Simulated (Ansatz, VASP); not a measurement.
## One calculation of Pt, two programs

The input INCAR:

```
  ALGO = Fast
  EDIFF = 1E-6
  ENCUT = 520
  ISIF = 2
  ISMEAR = 0
  LASPH = True
  LCHARG = False
  LREAL = False
  LWAVE = False
  NBANDS = 11
  NELM = 80
  PREC = Accurate
  SIGMA = 0.15
```

Contents of KPOINTS:

```
k-points
0
Gamma
  20 20 20
```

Contents of POSCAR:

```
Pt
1.0
   -0.2920150933      1.8007597418      1.8007597418
    1.8007597418     -0.2920150933      1.8007597418
    1.8007597418      1.8007597418     -0.2920150933
Pt
1
Direct
    0.0000000000      0.0000000000      0.0000000000
```

Input for Ansatz:

```yaml
crystal:
  lattice:
    - [-0.2920150933, 1.8007597418, 1.8007597418]
    - [1.8007597418, -0.2920150933, 1.8007597418]
    - [1.8007597418, 1.8007597418, -0.2920150933]
  atoms:
    - { symbol: Pt, position: [0.0, 0.0, 0.0] }
basis:
  ecutwfc: 420
kpoints:
  mp_grid: { grid: [20, 20, 20] }
hamiltonian:
  xc: lda
  pseudopotentials: { kind: paw, azcp: { folder: soft_1 } }
scf:
  occupations: { method: gaussian, width: 0.15 }
output:
  forces: true
  stress: true
  eigenvalues: true
```

Change from the starting cell: equal engineering shear yz, xz and xy -0.1500, equal normal strain along x, y and z +0.0000.

Alike in both runs: task single point; functional LDA; k mesh 20 × 20 × 20; occupations gaussian, width 0.15 eV; no spin polarisation.

```csv
,VASP,Ansatz
version,VASP 6.6.1,Ansatz 0.2.0
potentials or method,"VASP PAW LDA potentials, release 64 (Pt), cutoff 520 eV","scalar-relativistic, plane waves, PAW"
valence electrons in the cell,10,18
```

|  | VASP | Ansatz | Ansatz less VASP |
| --- | --- | --- | --- |
| gap on the k mesh at the Fermi level (eV) | none | none | - |
| pressure (GPa) | 22.9 | 21.9 | -0.97 |
| traceless stress, the component that is largest in VASP (GPa) | 14.11 | 13.95 | -0.153 |

Ansatz warns that its potentials were made for another functional, while VASP's fit it. LDA's correlation is that of Perdew and Zunger in VASP and of Perdew and Wang (1992) in Ansatz. A gap of «none» marks a metal or a gap that the smearing closes. VASP's potentials hold 10 valence electrons a cell and Ansatz's 18, so a difference there can come from the potentials and not from the codes.

Spin-orbit coupling is off throughout.
